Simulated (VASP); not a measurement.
Set up this calculation in VASP 6.6.1, as the native input.

```
Task                   : single point
Functional             : r2SCAN
Potentials or basis    : VASP PAW PBE potentials, release 64 (Si)
Cutoff                 : 520 eV
k mesh                 : 20 × 20 × 20
Occupations            : gaussian, width 0.15 eV
Spin                   : no spin polarisation
Dipole correction      : no
Further INCAR settings : ALGO = Normal; EDIFF = 1e-07; NBANDS = 11
```

Crystal: Si.

```
CELL_PARAMETERS angstrom
-2.46623 2.46623 1.38244
2.46623 -2.46623 1.38244
2.46623 2.46623 -1.38244
ATOMIC_POSITIONS crystal
Si 0.25000 0.75000 0.50000
Si 0.50000 0.50000 0.00000
```

This cell differs from its parent crystal: strain +0.040 along x and y, +0.040 along z.

These files were run (other wordings do the same):

POSCAR

```
Si
1.0
   -2.4662271967      2.4662271967      1.3824360055
    2.4662271967     -2.4662271967      1.3824360055
    2.4662271967      2.4662271967     -1.3824360055
Si
2
Direct
    0.2500000000      0.7500000000      0.5000000000
    0.5000000000      0.5000000000      0.0000000000
```

INCAR.step1

```
SYSTEM = Si
PREC     = Accurate       ! precision mode
ENCUT    = 520            ! plane-wave cutoff, eV
ISMEAR   = 0              ! smearing method
SIGMA    = 0.15           ! smearing width, eV
LREAL    = .False.        ! projectors in reciprocal space
LASPH    = .True.         ! aspherical terms in the spheres
NELM     = 80             ! most SCF steps
NBANDS   = 11             ! bands
GGA      = PE             ! functional
ALGO     = Normal         ! electronic algorithm
EDIFF    = 1E-4           ! SCF threshold, eV
LWAVE    = .True.         ! write WAVECAR
LCHARG   = .False.        ! write CHGCAR
```

INCAR.step2

```
SYSTEM = Si
PREC     = Accurate       ! precision mode
ENCUT    = 520            ! plane-wave cutoff, eV
EDIFF    = 1E-7           ! SCF threshold, eV
ISMEAR   = 0              ! smearing method
SIGMA    = 0.15           ! smearing width, eV
LREAL    = .False.        ! projectors in reciprocal space
LASPH    = .True.         ! aspherical terms in the spheres
NELM     = 80             ! most SCF steps
ALGO     = Normal         ! electronic algorithm
ISIF     = 2              ! what is computed and relaxed
LWAVE    = .False.        ! write WAVECAR
LCHARG   = .False.        ! write CHGCAR
METAGGA  = R2SCAN         ! meta-GGA
LMIXTAU  = .True.       
NBANDS   = 11             ! bands
ISTART   = 1
```

KPOINTS

```
Automatic mesh
0
Gamma
  20 20 20
  0 0 0
```

Potentials or basis: VASP PAW PBE potentials, release 64 (Si).

The run is started by

```console
$ cat potpaw_PBE.64/Si/POTCAR > POTCAR
$ cp INCAR.step1 INCAR
$ mpirun -np 1 vasp_std > vasp.out
$ cp INCAR.step2 INCAR
$ mpirun -np 1 vasp_std > vasp.out
```

It gave:

- Pressure: -8.8 GPa
- Band gap on the k mesh: zero (bands 4 and 5 overlap by 6.28 eV)

Caveat: the cell differs from its parent crystal (strain +0.040 along x and y, +0.040 along z); the cell stands under tension; the PAW data sets were made with another functional, which shifts forces and pressure a little.

Run time: 23 min on 1 thread of Intel Xeon 8259CL (shared host), peak memory 0.31 GiB.
